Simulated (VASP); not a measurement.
Write the native input for VASP 6.6.1 that does the following.

| Item | Value |
| --- | --- |
| Task | single point |
| Functional | revPBE |
| Potentials or basis | VASP PAW PBE potentials, release 64 (V_sv) |
| Cutoff | 520 eV |
| k mesh | 12 × 12 × 12 |
| Occupations | fermi-dirac, width 0.05 eV |
| Spin | collinear spin, ferromagnetic start |
| Starting moments | [2.0] μB |
| Dipole correction | no |
| Further INCAR settings | ALGO = Normal; EDIFF = 1e-07; NBANDS = 16 |

The structure of V lies in POSCAR:

```
V
1.0
   -1.5070995249      1.5070995249      1.5070995249
    1.5070995249     -1.5070995249      1.5070995249
    1.5070995249      1.5070995249     -1.5070995249
V
1
Direct
    0.0000000000      0.0000000000      0.0000000000
```

One way to write it, as run:

INCAR

```
SYSTEM = V
PREC = Accurate
ENCUT = 520
EDIFF = 1E-7
ISMEAR = -1
SIGMA = 0.05
LREAL = .FALSE.
LASPH = .TRUE.
NELM = 150
ALGO = Normal
ISIF = 2
LWAVE = .FALSE.
LCHARG = .TRUE.
ISPIN = 2
MAGMOM = 2
LORBIT = 11
LMAXMIX = 4
GGA = RE
LELF = .TRUE.
LVHAR = .TRUE.
NBANDS = 16
```

KPOINTS

```
Automatic mesh
0
G
  12 12 12
  0 0 0
```

Potentials or basis: VASP PAW PBE potentials, release 64 (V_sv).

The run is started by

```console
$ cat potpaw_PBE.64/V_sv/POTCAR > POTCAR
$ mpirun -np 1 vasp_std > vasp.out
```

It gave:

* Pressure: 0.3 GPa
* Net moment: 0.00 μB per cell
* Valence electrons inside the program's atomic spheres: V 11.62

Caveat: the PAW data sets were made with another functional, which shifts forces and pressure a little.

Wall time 70 s on 1 thread of AMD EPYC 7R13 (shared host), peak memory 0.12 GiB.
